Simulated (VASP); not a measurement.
Here is a VASP 6.6.1 calculation.

Contents of INCAR:

```
SYSTEM = TaN
PREC = Accurate
ENCUT = 520
EDIFF = 1E-7
ISMEAR = 0
SIGMA = 0.15
LREAL = .FALSE.
LASPH = .TRUE.
NELM = 60
ALGO = Normal
ISIF = 2
LWAVE = .FALSE.
LCHARG = .FALSE.
GGA = PE
NBANDS = 24
```

The input KPOINTS:

```
Automatic mesh
0
G
  18 18 8
  0 0 0
```

File POSCAR:

```
TaN
1.0
    3.0679151248      0.0000000000      0.0000000000
   -1.5339575624      2.6568924348      0.0000000000
    0.0000000000      0.0000000000      6.1836897256
Ta N
2 2
Direct
    0.3333333333      0.6666666667      0.0304880884
    0.6666666667      0.3333333333      0.5304880884
    0.3333333333      0.6666666667      0.3545119116
    0.6666666667      0.3333333333      0.8545119116
```

Potentials or basis: VASP PAW PBE potentials, release 64 (Ta_pv, N).

Run with:

```bash
$ cat potpaw_PBE.64/Ta_pv/POTCAR potpaw_PBE.64/N/POTCAR > POTCAR
$ mpirun -np 1 vasp_std > vasp.out
```

Problem. Predict the band gap on the k mesh.

Solution. Zero (bands 16 and 17 overlap by 0.23 eV).

Problem. Predict the pressure.

Solution. 9.9 GPa.

Stress tensor (GPa, compression positive):
```
14.33  0.00  0.00
 0.00 14.33  0.00
 0.00  0.00  1.00
```

Caveat: the cell stands under pressure; spin-orbit coupling is left out, which moves the levels of the heavy elements.
